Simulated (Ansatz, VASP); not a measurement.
## CuF in VASP and in Ansatz

```
CELL_PARAMETERS angstrom
3.50866 0.00000 0.00000
-1.75433 3.03859 0.00000
0.00000 0.00000 5.08252
ATOMIC_POSITIONS crystal
Cu 0.33333 0.66667 0.25000
Cu 0.66667 0.33333 0.75000
F 0.66667 0.33333 0.25000
F 0.33333 0.66667 0.75000
```

Alike in both runs: task single point; functional LDA; k mesh 12 × 12 × 6; occupations fermi-dirac, width 0.02 eV; no spin polarisation.

```csv
,VASP,Ansatz
version,VASP 6.6.1,Ansatz 0.2.0
potentials or method,"VASP PAW LDA potentials, release 64 (Cu_sv_GW, F)","plane waves, PAW"
plane-wave cutoff (eV),700,420
valence electrons in the cell,52,52
```

|  | VASP | Ansatz | Ansatz less VASP |
| --- | --- | --- | --- |
| pressure (GPa) | -7.7 | -5.6 | +2.10 |
| traceless stress, the component that is largest in VASP (GPa) | 1.77 | 2.02 | +0.250 |

LDA's correlation is that of Perdew and Zunger in VASP and of Perdew and Wang (1992) in Ansatz.
